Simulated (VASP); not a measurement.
# SnO: single point with PBEsol

The system is SnO.

```
CELL_PARAMETERS angstrom
3.81525 0.03072 -0.04061
0.03072 3.82643 0.02521
-0.05166 0.03206 4.91179
ATOMIC_POSITIONS crystal
Sn 0.01232 0.48897 0.26619
Sn 0.46925 0.96575 0.76184
O 0.05590 0.99356 0.97287
O 0.46253 0.55172 0.99909
```

This cell differs from its parent crystal: atoms moved at random and the cell strained at random.

| Item | Value |
| --- | --- |
| Program | VASP 6.6.1 |
| Task | single point |
| Functional | PBEsol |
| Potentials or basis | VASP PAW PBE potentials, release 64 (Sn_d, O) |
| Cutoff | 520 eV |
| k mesh | 12 × 12 × 10 |
| Occupations | gaussian, width 0.15 eV |
| Spin | no spin polarisation |
| Dipole correction | no |
| Further INCAR settings | ALGO = Fast; EDIFF = 1e-06; NBANDS = 28 |

```yaml
Pressure: 3.5 GPa
Largest_force: 5.335 eV/Å
Band_gap_on_the_k_mesh: zero (bands 20 and 21 overlap by 0.32 eV)
```

Forces on the atoms (eV/Å):
```
Sn  -0.058  0.094 -1.902
Sn   2.542  1.630 -2.035
O   -4.516  1.490  2.417
O    2.032 -3.215  1.520
```

Stress tensor (GPa, compression positive):
```
 7.08 -4.88 -5.60
-4.88  4.89 -4.47
-5.60 -4.47 -1.38
```

Levels at points of the mesh, in eV from the Fermi level:
```csv
k point,band 17,band 18,band 19,band 20,band 21,band 22,band 23,band 24
"(0.00, 0.00, 0.00)",-3.14,-3.05,-1.91,0.05,1.92,3.84,4.47,5.22
"(0.50, 0.00, 0.00)",-4.36,-3.25,-3.03,-2.19,2.51,3.87,4.86,5.32
"(0.00, 0.50, 0.00)",-4.53,-3.82,-2.69,-2.26,2.11,3.03,5.15,5.46
"(0.50, 0.50, 0.00)",-2.51,-2.08,-1.76,-1.60,-0.27,-0.12,3.70,4.50
"(0.00, 0.00, 0.50)",-3.23,-2.99,-2.22,-1.91,1.91,2.65,3.67,3.73
"(0.50, 0.00, 0.50)",-4.62,-3.01,-2.17,-1.49,2.32,2.70,4.26,5.32
"(0.00, 0.50, 0.50)",-4.47,-3.47,-1.98,-1.26,1.97,2.40,4.82,5.20
"(0.50, 0.50, 0.50)",-3.29,-2.35,-1.91,-1.50,1.68,1.93,3.60,4.20
```

Wall time 20 min on 1 thread of Oxide Virtual Turin-like Processor, on a shared host, peak memory 1.1 GiB.

Caveat: the cell differs from its parent crystal (atoms moved at random and the cell strained at random); the cell stands under pressure; semilocal functionals underestimate gaps, so a narrow gap can read as zero; the PAW data sets were made with another functional, which shifts forces and pressure a little; spin-orbit coupling is left out, which moves the levels of the heavy elements.
